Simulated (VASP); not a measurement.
# CsH (Fm-3m) in VASP: a series of runs

The runs below take CsH through single point, with r2SCAN.

Program: VASP 6.6.1. These are calculated values, not measurements. Logs are shortened: lines on timing, memory, paths and dates and some standing lists are left out, and cuts for length are marked.

## (1) The cell of the first run

Symmetry: Fm-3m, No. 225, cubic system. The conventional cell has a = 6.189 Å, b = 6.189 Å, c = 6.189 Å, α = 90.00°, β = 90.00°, γ = 90.00°. Within 4.1 Å of Cs (site symmetry m-3m) lie 6 H at 3.09 Å. Within 4.1 Å of H (site symmetry m-3m) lie 6 Cs at 3.09 Å.

## (2) Single point, r2SCAN

POSCAR

```
CsH
1.0
    0.0000000000      3.0946244950      3.0946244950
    3.0946244950      0.0000000000      3.0946244950
    3.0946244950      3.0946244950      0.0000000000
Cs H
1 1
Direct
    0.0000000000      0.0000000000      0.0000000000
    0.5000000000      0.5000000000      0.5000000000
```

INCAR.step1

```
SYSTEM = CsH
PREC = Accurate
ENCUT = 520
ISMEAR = 0
SIGMA = 0.02
LREAL = .False.
LASPH = .True.
NELM = 80
NBANDS = 12
GGA = PE
ALGO = Normal
EDIFF = 1E-4
LWAVE = .True.
LCHARG = .False.
```

INCAR.step2

```
SYSTEM = CsH
PREC = Accurate
ENCUT = 520
EDIFF = 1E-6
ISMEAR = 0
SIGMA = 0.02
LREAL = .False.
LASPH = .True.
NELM = 80
ALGO = Normal
ISIF = 2
LWAVE = .False.
LCHARG = .True.
METAGGA = R2SCAN
LMIXTAU = .True.
LELF = .True.
LVHAR = .True.
NBANDS = 12
ISTART = 1
```

KPOINTS

```
regular mesh
0
Gamma
  6 6 6
  0 0 0
```

Potentials or basis: VASP PAW PBE potentials, release 64 (Cs_sv, H).

The run is started by

```console
> cat potpaw_PBE.64/Cs_sv/POTCAR potpaw_PBE.64/H/POTCAR > POTCAR
> cp INCAR.step1 INCAR
> mpirun -np 1 vasp_std > vasp.out
> cp INCAR.step2 INCAR
> mpirun -np 1 vasp_std > vasp.out
```

OUTCAR:

```text
SYSTEM = CsH
   PREC = Accurate
   ENCUT = 520
   EDIFF = 1E-6
   ISMEAR = 0
   LREAL = .False.
   LASPH = .True.
   NELM = 80
   ISIF = 2
   METAGGA = R2SCAN
   ISTART = 1

 ion  position               nearest neighbor table
   1  0.000  0.000  0.000-
   2  0.500  0.500  0.500-

  LATTYP: Found a face centered cubic cell.
 ALAT       =     6.1892489900

  Lattice vectors:

 A1 = (   0.0000000000,   3.0946244950,   3.0946244950)
 A2 = (   3.0946244950,   0.0000000000,   3.0946244950)
 A3 = (   3.0946244950,   3.0946244950,   0.0000000000)

Analysis of symmetry for initial positions (statically):
=====================================================================
 Subroutine PRICEL returns:
 Original cell was already a primitive cell.

 Routine SETGRP: Setting up the symmetry group for a
 face centered cubic supercell.

 Subroutine GETGRP returns: Found 48 space group operations
 (whereof 48 operations were pure point group operations)
 out of a pool of 48 trial point group operations.

The static configuration has the point symmetry O_h .

Analysis of symmetry for dynamics (positions and initial velocities):
=====================================================================
 Subroutine PRICEL returns:
 Original cell was already a primitive cell.

 Routine SETGRP: Setting up the symmetry group for a
 face centered cubic supercell.

 Subroutine GETGRP returns: Found 48 space group operations
 (whereof 48 operations were pure point group operations)
 out of a pool of 48 trial point group operations.

The dynamic configuration has the point symmetry O_h .

 Subroutine INISYM returns: Found 48 space group operations
 (whereof 48 operations are pure point group operations),
 and found     1 'primitive' translations

----------------------------------------------------------------------------------------

                                     Primitive cell

  volume of cell :      59.2726

  direct lattice vectors                    reciprocal lattice vectors
     0.000000000  3.094624495  3.094624495    -0.161570491  0.161570491  0.161570491
     3.094624495  0.000000000  3.094624495     0.161570491 -0.161570491  0.161570491
     3.094624495  3.094624495  0.000000000     0.161570491  0.161570491 -0.161570491

  length of vectors
     4.376459931  4.376459931  4.376459931     0.279848300  0.279848300  0.279848300

  position of ions in fractional coordinates (direct lattice)
     0.000000000  0.000000000  0.000000000
     0.500000000  0.500000000  0.500000000

  ion indices of the primitive-cell ions
   primitive index   ion index
                 1           1
                 2           2

----------------------------------------------------------------------------------------

 KPOINTS: regular mesh

Automatic generation of k-mesh.
 Grid dimensions read from file:
 generate k-points for:    6    6    6

 Generating k-lattice:

  Cartesian coordinates                     Fractional coordinates (reciprocal lattice)
    -0.026928415  0.026928415  0.026928415     0.166666667  0.000000000  0.000000000
     0.026928415 -0.026928415  0.026928415     0.000000000  0.166666667  0.000000000
     0.026928415  0.026928415 -0.026928415     0.000000000  0.000000000  0.166666667

  Length of vectors
     0.046641383  0.046641383  0.046641383

  Shift w.r.t. Gamma in fractional coordinates (k-lattice)
     0.000000000  0.000000000  0.000000000

 Subroutine IBZKPT returns following result:
 ===========================================

 Found     16 irreducible k-points:

 Following reciprocal coordinates:
            Coordinates               Weight
  0.000000  0.000000  0.000000      1.000000
  0.166667  0.000000  0.000000      8.000000
  0.333333  0.000000  0.000000      8.000000
  0.500000  0.000000  0.000000      4.000000
  0.166667  0.166667  0.000000      6.000000
  0.333333  0.166667  0.000000     24.000000
[... 8 lines left out ...]
 -0.333333  0.333333  0.166667     24.000000
 -0.333333  0.500000  0.166667     12.000000
   k-points           NKPTS =     16   k-points in BZ     NKDIM =     16   number of bands    NBANDS=     12
   number of dos      NEDOS =    301   number of ions     NIONS =      2
   total plane-waves  NPLWV =  46656
   dimension x,y,z NGX =    36 NGY =   36 NGZ =   36
   dimension x,y,z NGXF=    72 NGYF=   72 NGZF=   72
   ions per type =               1   1
   NGX,Y,Z   is equivalent  to a cutoff of  13.68, 13.68, 13.68 a.u.
   NGXF,Y,Z  is equivalent  to a cutoff of  27.35, 27.35, 27.35 a.u.
 SYSTEM =  CsH
   PREC   = accura    normal or accurate (medium, high low for compatibility)
   ISTART =      1    job   : 0-new  1-cont  2-samecut
   ICHARG =      0    charge: 1-file 2-atom 10-const
   ISPIN  =      1    spin polarized calculation?
   LNONCOLLINEAR =      F non collinear calculations
   LSORBIT =      F    spin-orbit coupling
   LASPH  =      T    aspherical Exc in radial PAW
   ENCUT  =  520.0 eV  38.22 Ry    6.18 a.u.   8.14  8.14  8.14*2*pi/ulx,y,z
   NELM   =     80;   NELMIN=  2; NELMDL=  0     # of ELM steps
   EDIFF  = 0.1E-05   stopping-criterion for ELM
   LREAL  =      F    real-space projection
[... 7 lines left out ...]
   TEBEG  =    0.0;   TEEND  =   0.0 temperature during run
   PSTRESS=    0.0 pullay stress
   NELECT =      10.0000    total number of electrons
   NUPDOWN=      -1.0000    fix difference up-down
   EMIN   =  10.00;   EMAX   =-10.00  energy-range for DOS
   EFERMI =   0.00;   METHOD = LEGACY
   ISMEAR =     0;   SIGMA  =   0.02  broadening in eV -4-tet -1-fermi 0-gaus
   EFERMI_NEDOS =   21; number of points for ismear=-14 and -15
   IALGO  =     38    algorithm
   IMIX   =      4    mixing-type and parameters
     AMIX     =   0.40;   BMIX     =  1.00
     AMIX_MAG =   1.60;   BMIX_MAG =  1.00
  volume/ion in A,a.u.               =      29.64       200.00
  Fermi-wavevector in a.u.,A,eV,Ry     =   0.904601  1.709447 11.133678  0.818302
  Thomas-Fermi vector in A             =   2.028067
   LORBIT       =      0    0 simple, 1 ext, 2 COOP (PROOUT), +10 PAW based schemes
   METAGGA = R2SCAN    functional components
   LHFCALC =     F    Hartree Fock is set to
   AEXX    =    0.0000 exact exchange contribution
   IVDW    =     0    specifies the selected vdW correction
   LEPSILON=     F    determine dielectric tensor
   LRPA    =     F    only Hartree local field effects (RPA)
 non-spin polarized calculation
 Gauss-broadening in eV      SIGMA  =   0.02
  energy-cutoff  :      520.00
  volume of cell :       59.27
 maximum number of plane-waves:      1639
 NGX is ok and might be reduce to    36
   NGX = 17   NGY = 17   NGZ = 17

 number of electron      10.0000001 magnetization

 Free energy of the ion-electron system (eV)
  ---------------------------------------------------
  ext. energy  EPLUGINS =         0.00000000
  ---------------------------------------------------
  free energy    TOTEN  =       -28.96915890 eV

  energy without entropy =      -28.96915890  energy(sigma->0) =      -28.96915890

 E-fermi :   0.4587     XC(G=0):  -7.9201

 val. band max:        0.3408387347   @ k =   0.5000   0.0000   0.0000
 cond. band min:       2.8871518136   @ k =   0.5000   0.0000   0.0000
 fundamental gap:      2.5463130790
 Fermi energy:         0.4587080768

 k-point     1 :       0.0000    0.0000    0.0000
  band No.  band energies     occupation
      1     -21.7915      2.00000
      2      -7.7713      2.00000
      3      -7.7713      2.00000
      4      -7.7713      2.00000
      5      -1.4984      2.00000
      6       6.0076      0.00000
      7       6.0076      0.00000
      8       6.0076      0.00000
      9       7.0078      0.00000
     10       8.0866      0.00000
     11       8.0866      0.00000
     12       9.6820      0.00000

 k-point     2 :       0.1667    0.0000    0.0000
  band No.  band energies     occupation
      1     -21.7628      2.00000
      2      -8.0792      2.00000
      3      -7.8012      2.00000
      4      -7.8012      2.00000
      5      -1.0441      2.00000
      6       5.0942      0.00000
      7       6.1796      0.00000
      8       6.1796      0.00000
      9       6.7582      0.00000
     10       7.5933      0.00000
     11       7.5933      0.00000
     12      10.9556      0.00000

 k-point     3 :       0.3333    0.0000    0.0000
  band No.  band energies     occupation
      1     -21.7047      2.00000
      2      -8.6127      2.00000
      3      -7.8596      2.00000
      4      -7.8596      2.00000
      5      -0.1581      2.00000
      6       3.5995      0.00000
      7       5.8138      0.00000
      8       5.8138      0.00000
      9       7.4015      0.00000
     10       8.3636      0.00000
     11       8.3636      0.00000
     12      13.1610      0.00000

 k-point     4 :       0.5000    0.0000    0.0000
  band No.  band energies     occupation
      1     -21.6750      2.00000
      2      -8.8505      2.00000
      3      -7.8881      2.00000
      4      -7.8881      2.00000
      5       0.3408      2.00000
      6       2.8872      0.00000
      7       5.5388      0.00000
      8       5.5388      0.00000
      9       8.4485      0.00000
     10       9.5010      0.00000
     11       9.5010      0.00000
     12      11.3117      0.00000

 k-point     5 :       0.1667    0.1667    0.0000
  band No.  band energies     occupation
      1     -21.7534      2.00000
      2      -8.0689      2.00000
      3      -7.8609      2.00000
      4      -7.8609      2.00000
      5      -0.9860      2.00000
      6       5.0885      0.00000
      7       5.6853      0.00000
      8       6.4501      0.00000
      9       6.4501      0.00000
     10       7.8604      0.00000
     11       8.3944      0.00000
     12      11.4152      0.00000
[... 108 lines left out ...]
      1     -21.6385      2.00000
      2      -8.6773      2.00000
      3      -8.1161      2.00000
      4      -8.1161      2.00000
      5      -1.0828      2.00000
      6       3.6448      0.00000
      7       6.8082      0.00000
      8       9.3913      0.00000
      9       9.6931      0.00000
     10       9.7083      0.00000
     11       9.7083      0.00000
     12      10.0534      0.00000

 k-point    14 :       0.5000    0.3333    0.1667
  band No.  band energies     occupation
      1     -21.6667      2.00000
      2      -8.5613      2.00000
      3      -8.1704      2.00000
      4      -7.9862      2.00000
      5      -0.4064      2.00000
      6       4.4870      0.00000
      7       4.6182      0.00000
      8       6.7191      0.00000
      9       7.9618      0.00000
     10       9.0892      0.00000
     11      10.1798      0.00000
     12      11.5387      0.00000

 k-point    15 :      -0.3333    0.3333    0.1667
  band No.  band energies     occupation
      1     -21.6471      2.00000
      2      -8.5801      2.00000
      3      -8.2878      2.00000
      4      -8.0496      2.00000
      5      -0.3677      2.00000
      6       4.2475      0.00000
      7       5.1230      0.00000
      8       6.5213      0.00000
      9       8.7065      0.00000
     10       8.9279      0.00000
     11      10.5501      0.00000
     12      10.8663      0.00000

 k-point    16 :      -0.3333    0.5000    0.1667
  band No.  band energies     occupation
      1     -21.6379      2.00000
      2      -8.5470      2.00000
      3      -8.2672      2.00000
      4      -8.1663      2.00000
      5      -0.7078      2.00000
      6       4.2564      0.00000
      7       5.7338      0.00000
      8       6.6968      0.00000
      9       9.6207      0.00000
     10      10.0650      0.00000
     11      10.0783      0.00000
     12      10.4735      0.00000

------------------------ aborting loop because EDIFF is reached ----------------------------------------

  FORCE on cell =-STRESS in cart. coord.  units (eV):
  Direction    XX          YY          ZZ          XY          YZ          ZX
  --------------------------------------------------------------------------------------
  -------------------------------------------------------------------------------------
  Total        0.4062761      0.4062761      0.4062761     -0.0000000     -0.0000000      0.0000000
  in kB       10.9819119     10.9819119     10.9819119     -0.0000000     -0.0000000      0.0000000
  external PRESSURE =      10.9819119 kB  Pullay stress =       0.0000000 kB

 VOLUME and BASIS-vectors are now :
 -----------------------------------------------------------------------------
  energy-cutoff  :      520.00
  volume of cell :       59.27
      direct lattice vectors                 reciprocal lattice vectors
     0.000000000  3.094624495  3.094624495    -0.161570491  0.161570491  0.161570491
     3.094624495  0.000000000  3.094624495     0.161570491 -0.161570491  0.161570491
     3.094624495  3.094624495  0.000000000     0.161570491  0.161570491 -0.161570491

 POSITION                                       TOTAL-FORCE (eV/Angst)
 -----------------------------------------------------------------------------------
      0.00000      0.00000      0.00000        -0.000000     -0.000000      0.000000
      3.09462      3.09462      3.09462         0.000000      0.000000     -0.000000
 -----------------------------------------------------------------------------------
    total drift:                               -0.000000      0.000000      0.000000

  FREE ENERGIE OF THE ION-ELECTRON SYSTEM (eV)
  ---------------------------------------------------
  free  energy   TOTEN  =       -28.9691588966 eV

  energy  without entropy=      -28.9691588966  energy(sigma->0) =      -28.96915890
```

It took 83 s on 1 thread of Intel Xeon Platinum 8375C at 2.90GHz (Ice Lake), shared host; peak memory 0.21 GiB.

Results:

| Quantity | Value |
| --- | --- |
| Free energy | -28.9692 eV |
| Pressure | 1.1 GPa |
| Band gap on the k mesh | 2.55 eV |

Levels at points of the mesh, in eV from the valence-band top:
| k point | band 1 | band 2 | band 3 | band 4 | band 5 | band 6 | band 7 | band 8 | band 9 | band 10 |
| --- | --- | --- | --- | --- | --- | --- | --- | --- | --- | --- |
| (0.00, 0.00, 0.00) | -22.13 | -8.11 | -8.11 | -8.11 | -1.84 | 5.67 | 5.67 | 5.67 | 6.67 | 7.75 |
| (0.50, 0.00, 0.00) | -22.02 | -9.19 | -8.23 | -8.23 | 0.00 | 2.55 | 5.20 | 5.20 | 8.11 | 9.16 |
| (0.50, 0.50, 0.00) | -21.98 | -9.02 | -8.46 | -8.46 | -1.42 | 3.30 | 6.47 | 9.05 | 9.35 | 9.37 |

Caveat: the PAW data sets were made with another functional, which shifts forces and pressure a little; spin-orbit coupling is left out, which moves the levels of the heavy elements. A k mesh can miss the band edges.

(Continued in part 2 of 3.)

The gap in the log of VASP goes by the Fermi energy; the results here count the filled bands.